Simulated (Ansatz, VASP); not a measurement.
Two plane-wave programs on Zn4O

```
Zn O
1.0
     1.48379   -2.57340   -0.00270
    -4.43951   -2.56678    0.02098
     0.03433    0.01010   -8.88057
Zn O
8 2
Direct
  0.99927 0.66814 0.14936
  0.49943 0.16823 0.14938
  0.50052 0.83169 0.85066
  0.00109 0.33166 0.85062
  0.49879 0.83256 0.38171
  0.00020 0.33263 0.38176
  0.99941 0.66764 0.61827
  0.50073 0.16739 0.61823
  0.50027 0.50005 0.00000
  0.00029 0.00001 0.00001
```

Change from the starting cell: cell x2, atoms moved at random (sigma 0.05 Å) and cell strained at random (1.5 %), then relaxed without symmetry.

Alike in both runs: functional PBE; k mesh 8 × 4 × 4; occupations gaussian, width 0.2 eV; no spin polarisation.

Ansatz relaxed the structure, and its values are those at the end. VASP's run is a single point on that final structure, the one shown.

```csv
,VASP,Ansatz
version,VASP 6.6.1,Ansatz 0.2.0
potentials or method,"VASP PAW PBE potentials, release 64 (Zn, O), cutoff 520 eV","scalar-relativistic, plane waves, PAW"
valence electrons in the cell,108,108
```

Ansatz gave:

```
gap on the k mesh at the Fermi level (eV) : none
pressure (GPa)                            : 0.0
rms of the force components (eV/Å)        : 0.004
```

Which values does VASP return?

gap on the k mesh at the Fermi level (eV): none; pressure (GPa): 0.4; rms of the force components (eV/Å): 0.015.

A gap of «none» marks a metal or a gap that the smearing closes.
